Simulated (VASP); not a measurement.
Runs of VASP 6.6.1 on KTaO3. The structure is that of space group Pm-3m (No. 221), or close to it. The cells are those of the table. 

```tsv
level	potentials or basis	cell	cutoff (eV)	second run	gap on the mesh (eV)	pressure (GPa)
PBE	VASP PAW PBE potentials, release 64 (K_sv, Ta_pv, O)	a = 4.024 Å, 5 atoms	520	-	2.11	0.6
PBE	VASP PAW PBE potentials, release 64 (K_sv, Ta_sv_GW, O)	a = 3.942 Å, 5 atoms	600	valence_matched	2.29	13.6
r2SCAN	VASP PAW PBE potentials, release 64 (K_sv, Ta_pv, O)	a = 3.990 Å, 5 atoms	520	-	2.59	0.9
PBE	VASP PAW PBE potentials, release 64 (K_sv, Ta_sv_GW, O)	a = 3.984 Å, 5 atoms	600	valence_matched	2.22	(c)
r2SCAN	VASP PAW PBE potentials, release 64 (K_sv, Ta_pv, O)	a = 4.030 Å, 5 atoms	520	-	(b)	(a)
```

Alike in all rows: task single point; no spin polarisation; k mesh 6 × 6 × 6; smearing gaussian 0.01 eV.

Task: Fill in the values left out.

Result: (a) -5.0; (b) 2.52; (c) 6.3.

Caveats: spin-orbit coupling is left out, which moves the levels of the heavy elements; the PAW data sets were made with another functional, which shifts forces and pressure a little (some runs).

A k mesh can miss the band edges, and the runs leave out spin-orbit coupling on Ta.

The runs don't all hold the same shells in valence.
